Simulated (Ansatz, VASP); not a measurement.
# Ga: VASP beside Ansatz

```
Ga
1.0
     1.42825   -4.00403    0.00000
     1.42825    4.00403    0.00000
     0.00000    0.00000    3.17000
Ga
2
Cartesian
  1.4283 -2.9390 0.7925
  1.4283 2.9390 2.3775
```

Change from the starting cell: strain -0.0150 x Voigt [1, 1, 0, 0, 0, 0], atoms carried along.

Alike in both runs: task single point; functional PBEsol; k mesh 18 × 18 × 16; occupations gaussian, width 0.15 eV; no spin polarisation.

|  | VASP | Ansatz |
| --- | --- | --- |
| version | VASP 6.6.1 | Ansatz 0.2.0 |
| potentials or method | VASP PAW PBE potentials, release 64 (Ga_d), cutoff 520 eV | scalar-relativistic, plane waves, PAW |
| valence electrons in the cell | 26 | 26 |

|  | VASP | Ansatz | Ansatz less VASP |
| --- | --- | --- | --- |
| gap on the k mesh at the Fermi level (eV) | none | none | - |
| pressure (GPa) | -0.3 | -0.4 | -0.13 |
| traceless stress, the component that is largest in VASP (GPa) | -1.97 | -1.97 | +0.001 |
| rms of the force components (eV/Å) | 0.121 | 0.121 | +0.0003 |

VASP's potentials were made for PBE, not for PBEsol. Atom by atom the forces differ by 0.000 eV/Å (rms over components). A gap of «none» marks a metal or a gap that the smearing closes.
